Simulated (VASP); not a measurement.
Runs of VASP 6.6.1 on P. The structure is that of space group Fd-3m (No. 227), or close to it. The cells are those of the table. 

```tsv
cell	gap on the mesh (eV)	pressure (GPa)
a = 3.892 Å, angles 60.0°, 2 atoms	none	(b)
a = 3.813 Å, angles 60.0°, 2 atoms	none	0.7
a = 3.930 Å, angles 60.0°, 2 atoms	none	(a)
a = 3.773 Å, angles 60.0°, 2 atoms	none	2.3
a = 3.853 Å, angles 60.0°, 2 atoms	none	-0.7
```

Alike in all rows: task single point; level r2SCAN; potentials or basis VASP PAW PBE potentials, release 64 (P); no spin polarisation; k mesh 11 × 11 × 11; cutoff (eV) 520; smearing fermi-dirac 0.1 eV.

Q: Fill in the values left out.

A: (a) -3.0; (b) -1.9.

Caveats: the PAW data sets were made with another functional, which shifts forces and pressure a little.

A gap of «none» marks levels without a gap at the run's occupations.
